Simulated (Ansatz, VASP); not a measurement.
# Two plane-wave programs on CdHg2Se3

```xyz
12
Lattice="-3.6763 -2.3664 -0.0053 -3.6763 7.0993 -0.0053 1.0006 0.0000 -10.0138" Properties=species:S:1:pos:R:3 pbc="T T T"
Cd   -3.1759    5.3828   -5.0122
Cd   -3.1759    0.6499   -5.0122
Hg   -4.5282    3.0430   -1.7155
Hg   -0.8519    0.6765   -1.7101
Hg   -1.8237    3.0430   -8.3090
Hg   -1.8237   -1.6899   -8.3090
Se   -4.7903    3.7575   -6.5577
Se   -1.1141    1.3910   -6.5523
Se   -5.2378    1.3910   -3.4721
Se   -1.5616   -0.9754   -3.4668
Se   -3.6763    4.6807   -0.0053
Se   -3.6763   -0.0522   -0.0053
```

Alike in both runs: task single point; functional PBE; k mesh 4 × 2 × 2; occupations gaussian, width 0.1 eV; no spin polarisation.

|  | VASP | Ansatz |
| --- | --- | --- |
| version | VASP 6.6.1 | Ansatz 0.2.0 |
| potentials or method | VASP PAW PBE potentials, release 64 (Cd, Hg, Se), cutoff 520 eV | scalar-relativistic, plane waves, PAW |
| valence electrons in the cell | 108 | 216 |

Ansatz gave:

- gap on the k mesh at the Fermi level (eV): 0.96
- least direct gap on the mesh (eV): 0.99
- pressure (GPa): 0.0
- traceless stress, the component that is largest in VASP (GPa): 0.00
- rms of the force components (eV/Å): 0.004

Which values does VASP return?

gap on the k mesh at the Fermi level (eV): 0.95; least direct gap on the mesh (eV): 0.98; pressure (GPa): 0.3; traceless stress, the component that is largest in VASP (GPa): 0.10; rms of the force components (eV/Å): 0.027.

Atom by atom the forces differ by 0.028 eV/Å (rms over components). VASP's potentials hold 108 valence electrons a cell and Ansatz's 216, so a difference there can come from the potentials and not from the codes.

Neither program's run includes spin-orbit coupling.
